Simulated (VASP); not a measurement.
# Br (Cmce) in VASP: notebook, part 2 of 2

VASP 6.6.1.

## Step 3: Single point, LDA

Input file INCAR:

```
SYSTEM = Br
  PREC = Accurate
  ENCUT = 520
  EDIFF = 1E-6
  ISMEAR = -1
  SIGMA = 0.6
  LREAL = .False.
  LASPH = .True.
  NELM = 60
  ALGO = Normal
  ISIF = 2
  LWAVE = .False.
  LCHARG = .False.
  NBANDS = 22
```

Input file KPOINTS:

```
regular mesh
0
Gamma
  9 9 4
  0 0 0
```

Input file POSCAR:

```
Br
1.0
    3.3280929616     -1.9517224565      0.0000000000
    3.3280929616      1.9517224565      0.0000000000
    0.0000000000      0.0000000000      8.4732333614
Br
4
Direct
    0.8406697304      0.1593302696      0.1209213125
    0.6593302696      0.3406697304      0.6209213125
    0.1593302696      0.8406697304      0.8790786875
    0.3406697304      0.6593302696      0.3790786875
```

Potentials or basis: VASP PAW LDA potentials, release 64 (Br).

On the command line:

```sh
> cat potpaw_LDA.64/Br/POTCAR > POTCAR
> mpirun -np 1 vasp_std > vasp.out
```

OUTCAR:

```text
SYSTEM = Br
   PREC = Accurate
   ENCUT = 520
   EDIFF = 1E-6
   ISMEAR = -1
   LREAL = .False.
   LASPH = .True.
   NELM = 60
   ISIF = 2

 ion  position               nearest neighbor table
   1  0.841  0.159  0.121-   3 2.40
   2  0.659  0.341  0.621-   4 2.40
   3  0.159  0.841  0.879-   1 2.40
   4  0.341  0.659  0.379-   2 2.40

  LATTYP: Found a base centered orthorhombic cell.
 ALAT       =     3.9034449130
 B/A-ratio  =     1.7052081102
 C/A-ratio  =     2.1707065298

  Lattice vectors:

 A1 = (  -3.3280929616,  -1.9517224565,   0.0000000000)
 A2 = (   3.3280929616,  -1.9517224565,   0.0000000000)
 A3 = (   0.0000000000,   0.0000000000,   8.4732333614)

Analysis of symmetry for initial positions (statically):
=====================================================================
 Subroutine PRICEL returns:
 Original cell was already a primitive cell.

 Routine SETGRP: Setting up the symmetry group for a
 base centered orthorhombic supercell.

 Subroutine GETGRP returns: Found  8 space group operations
 (whereof  4 operations were pure point group operations)
 out of a pool of  8 trial point group operations.

The static configuration has the point symmetry C_2h.
 The point group associated with its full space group is D_2h.

Analysis of symmetry for dynamics (positions and initial velocities):
=====================================================================
 Subroutine PRICEL returns:
 Original cell was already a primitive cell.

 Routine SETGRP: Setting up the symmetry group for a
 base centered orthorhombic supercell.

 Subroutine GETGRP returns: Found  8 space group operations
 (whereof  4 operations were pure point group operations)
 out of a pool of  8 trial point group operations.

The dynamic configuration has the point symmetry C_2h.
 The point group associated with its full space group is D_2h.

 Subroutine INISYM returns: Found  8 space group operations
 (whereof  4 operations are pure point group operations),
[... 119 lines left out ...]
     AMIX     =   0.40;   BMIX     =  1.00
     AMIX_MAG =   1.60;   BMIX_MAG =  1.00
  volume/ion in A,a.u.               =      27.52       185.71
  Fermi-wavevector in a.u.,A,eV,Ry     =   1.037281  1.960178 14.639227  1.075953
  Thomas-Fermi vector in A             =   2.171712
   LORBIT       =      0    0 simple, 1 ext, 2 COOP (PROOUT), +10 PAW based schemes
   GGA     = CA    functional components
   LHFCALC =     F    Hartree Fock is set to
   AEXX    =    0.0000 exact exchange contribution
   IVDW    =     0    specifies the selected vdW correction
   LEPSILON=     F    determine dielectric tensor
   LRPA    =     F    only Hartree local field effects (RPA)
 non-spin polarized calculation
  energy-cutoff  :      520.00
  volume of cell :      110.08
 maximum number of plane-waves:      2990
 NGX is ok and might be reduce to    30
   NGX = 15   NGY = 15   NGZ = 31

 number of electron      28.0000005 magnetization

 Free energy of the ion-electron system (eV)
  ---------------------------------------------------
  ext. energy  EPLUGINS =         0.00000000
  ---------------------------------------------------
  free energy    TOTEN  =        -9.28034497 eV

  energy without entropy =       -7.12150750  energy(sigma->0) =       -8.20092624

 E-fermi :   2.2877     XC(G=0):  -9.2868

 val. band max:        1.5320350547   @ k =   0.0000   0.0000   0.0000
 cond. band min:       2.6635711020   @ k =  -0.4444   0.4444   0.0000
 fundamental gap:      1.1315360473
 Fermi energy:         2.2876840535

 k-point     1 :       0.0000    0.0000    0.0000
  band No.  band energies     occupation
      1     -14.8672      2.00000
      2     -13.9526      2.00000
      3     -12.7947      2.00000
      4     -11.1092      2.00000
      5      -4.0576      1.99995
      6      -2.0161      1.99847
[... 589 lines left out ...]
     21      11.7344      0.00000
     22      11.8943      0.00000

 [... further k-points ...]

------------------------ aborting loop because EDIFF is reached ----------------------------------------

  FORCE on cell =-STRESS in cart. coord.  units (eV):
  Direction    XX          YY          ZZ          XY          YZ          ZX
  --------------------------------------------------------------------------------------
  -------------------------------------------------------------------------------------
  Total       -0.2929121      2.0769946      4.5436121      0.0000000      0.0000000      0.0000000
  in kB       -4.2633911     30.2310529     66.1331426      0.0000000      0.0000000      0.0000000
  external PRESSURE =      30.7002682 kB  Pullay stress =       0.0000000 kB

 VOLUME and BASIS-vectors are now :
 -----------------------------------------------------------------------------
  energy-cutoff  :      520.00
  volume of cell :      110.08
      direct lattice vectors                 reciprocal lattice vectors
     3.328092962 -1.951722456  0.000000000     0.150236188 -0.256183966  0.000000000
     3.328092962  1.951722456  0.000000000     0.150236188  0.256183966  0.000000000
     0.000000000  0.000000000  8.473233361     0.000000000  0.000000000  0.118018702

 POSITION                                       TOTAL-FORCE (eV/Angst)
 -----------------------------------------------------------------------------------
      3.32809     -1.32979      1.02459         0.000000      0.479405      0.593576
      3.32809     -0.62194      5.26121         0.000000     -0.479405      0.593576
      3.32809      1.32979      7.44864         0.000000     -0.479405     -0.593576
      3.32809      0.62194      3.21202         0.000000      0.479405     -0.593576
 -----------------------------------------------------------------------------------
    total drift:                                0.000000     -0.000000     -0.000000

  FREE ENERGIE OF THE ION-ELECTRON SYSTEM (eV)
  ---------------------------------------------------
  free  energy   TOTEN  =        -9.2803449658 eV

  energy  without entropy=       -7.1215075050  energy(sigma->0) =       -8.20092624
```

stdout:

```text
POSCAR found type information on POSCAR Br
 POSCAR found :  1 types and       4 ions
 scaLAPACK will be used
 LDA part: xc-table for (Slater(with rela. corr.)+CA(PZ))
 , standard interpolation
 POSCAR, INCAR and KPOINTS ok, starting setup
 FFT: planning ... GRIDC
 FFT: planning ... GRID_SOFT
 FFT: planning ... GRID
 WAVECAR not read
 entering main loop
```

Run time: 2.5 min. Hardware: 1 thread of Oxide Virtual Turin-like, shared host; peak memory 0.23 GiB.

Results:

```
Free energy            : -9.2803 eV
Pressure               : 3.1 GPa
Largest force          : 0.763 eV/Å
Band gap on the k mesh : 1.13 eV (least direct gap 1.31 eV)
```

Forces in eV/Å, atoms in the order of the input:
```
Br   0.000  0.479  0.594
Br   0.000 -0.479  0.594
Br   0.000 -0.479 -0.594
Br   0.000  0.479 -0.594
```

Caveat: the stress differs along the axes, from -0 to 7 GPa; so wide a smearing shifts energies and pressures. A k mesh can miss the band edges.

## Step 4: Single point, LDA

Input file INCAR:

```
ALGO = Normal
EDIFF = 1E-6
ENCUT = 520
GGA = CA
ISIF = 2
ISMEAR = -1
LASPH = True
LCHARG = False
LREAL = False
LWAVE = False
NBANDS = 22
NELM = 60
PREC = Accurate
SIGMA = 1.0
```

Input file KPOINTS:

```
k-points
0
Gamma
  9 9 4
```

POSCAR is that of step 3.

On the command line:

```sh
> cat potpaw_LDA.64/Br/POTCAR > POTCAR
> mpirun -np 1 vasp_std > vasp.out
```

It took 3.1 min on 1 thread of Oxide Virtual Turin-like, shared host; peak memory 0.24 GiB.

It converged, with:

```
Free energy            : -11.2864 eV
Pressure               : 7.2 GPa
Largest force          : 1.623 eV/Å
Band gap on the k mesh : 1.24 eV (least direct gap 1.43 eV)
```

Forces on the atoms (eV/Å):
```
Br   0.000  1.032  1.252
Br   0.000 -1.032  1.252
Br   0.000 -1.032 -1.252
Br   0.000  1.032 -1.252
```

Stress tensor (GPa, compression positive):
```
-0.66  0.00  0.00
 0.00  7.30  0.00
 0.00  0.00 14.99
```

Levels at points of the mesh, in eV from the valence-band top:
```tsv
k point	band 10	band 11	band 12	band 13	band 14	band 15	band 16	band 17	band 18	band 19
(0.00, 0.00, 0.00)	-1.61	-1.34	-0.76	-0.53	0.00	1.43	2.55	5.67	6.25	6.54
(0.00, 0.00, 0.50)	-1.64	-0.99	-0.99	-0.22	-0.22	1.67	1.67	6.32	6.32	7.27
```

Caveat: the stress differs along the axes, from -1 to 15 GPa; so wide a smearing shifts energies and pressures; forces of over 1 eV/Å act on the atoms, so gaps and moduli don't describe the material at rest. A k mesh can miss the band edges.

## Step 5: Single point, LDA

Input file INCAR:

```
  PREC = Accurate
  ENCUT = 520
  EDIFF = 1E-6
  ISMEAR = 0
  SIGMA = 0.01
  LREAL = False
  LASPH = True
  NELM = 60
  ALGO = Normal
  ISIF = 2
  LWAVE = False
  LCHARG = True
  GGA = CA
  LELF = True
  LVHAR = True
  NBANDS = 22
```

Input file KPOINTS:

```
Automatic mesh
0
Gamma
  9 9 4
```

POSCAR is that of step 4.

On the command line:

```sh
> cat potpaw_LDA.64/Br/POTCAR > POTCAR
> mpirun -np 1 vasp_std > vasp.out
```

It took 3.3 min on 1 thread of Oxide Virtual Turin-like, shared host; peak memory 0.24 GiB.

It converged, with:

| Property | Result |
| --- | --- |
| Free energy | -8.5152 eV |
| Pressure | 0.0 GPa |
| Largest force | 0.034 eV/Å |
| Band gap on the k mesh | 1.01 eV (least direct gap 1.19 eV) |

Forces on the atoms (eV/Å):
```
Br   0.000  0.032  0.009
Br   0.000 -0.032  0.009
Br   0.000 -0.032 -0.009
Br   0.000  0.032 -0.009
```

Stress tensor (GPa, compression positive):
```
0.00 0.00 0.00
0.00 0.11 0.00
0.00 0.00 0.01
```

Levels at points of the mesh, in eV from the valence-band top:
| k point | band 11 | band 12 | band 13 | band 14 | band 15 | band 16 | band 17 | band 18 |
| --- | --- | --- | --- | --- | --- | --- | --- | --- |
| (0.00, 0.00, 0.00) | -1.37 | -0.87 | -0.55 | 0.00 | 1.19 | 2.29 | 5.65 | 6.12 |
| (0.00, 0.00, 0.50) | -1.13 | -1.13 | -0.22 | -0.22 | 1.44 | 1.44 | 6.28 | 6.28 |

A k mesh can miss the band edges.

## Step 6: Summary

```tsv
smearing	gap on the mesh (eV)	pressure (GPa)	largest force (eV/Å)
fermi-dirac 0.3 eV	1.04	0.5	0.17
fermi-dirac 0.6 eV	1.13	3.1	0.76
fermi-dirac 1 eV	1.24	7.2	1.62
gaussian 0.01 eV	1.01	0.0	0.03
```

Alike in all rows: task single point; level LDA; potentials or basis VASP PAW LDA potentials, release 64 (Br); no spin polarisation; cell as given; k mesh 9 × 9 × 4; cutoff (eV) 520.

Caveats: so wide a smearing shifts energies and pressures (at least some runs); the stress differs along the axes, from -0 to 7 GPa (at least some runs); the stress differs along the axes, from -1 to 15 GPa (at least some runs); forces of over 1 eV/Å act on the atoms, so gaps and moduli don't describe the material at rest (at least some runs).

Absolute energies hang on the potentials; compare differences alone.
